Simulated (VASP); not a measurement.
SnO2, 3 atoms in the cell. Symmetry: Fm-3m, No. 225, cubic system. The conventional cell has a = 5.067 Å, b = 5.067 Å, c = 5.067 Å, α = 90.00°, β = 90.00°, γ = 90.00°. Within 2.9 Å of Sn (site symmetry m-3m) lie 8 O at 2.19 Å. Within 2.9 Å of O (site symmetry -43m) lie 4 Sn at 2.19 Å and 6 O at 2.53 Å. 

| Item | Value |
| --- | --- |
| Program | VASP 6.6.1 |
| Task | single point |
| Functional | r2SCAN |
| Potentials or basis | VASP PAW PBE potentials, release 64 (Sn_d, O) |
| Cutoff | 520 eV |
| k mesh | 10 × 10 × 10 |
| Occupations | gaussian, width 0.02 eV |
| Spin | no spin polarisation |
| Dipole correction | no |
| Further INCAR settings | ALGO = Normal; EDIFF = 1e-06; NBANDS = 20 |

Potentials or basis: VASP PAW PBE potentials, release 64 (Sn_d, O).

Run with:

```console
$ cat potpaw_PBE.64/Sn_d/POTCAR potpaw_PBE.64/O/POTCAR > POTCAR
$ cp INCAR.step1 INCAR
$ mpirun -np 1 vasp_std > vasp.out
$ cp INCAR.step2 INCAR
$ mpirun -np 1 vasp_std > vasp.out
```

Hardware: 1 thread of Intel(R) Xeon(R) Platinum 8375C CPU @ 2.90GHz (Ice Lake), with other jobs on the host.

How long does it take, and how much memory?

Wall time 120 s on 1 thread of Intel(R) Xeon(R) Platinum 8375C CPU @ 2.90GHz (Ice Lake), with other jobs on the host, peak memory 0.18 GiB. Counts: k points 47.
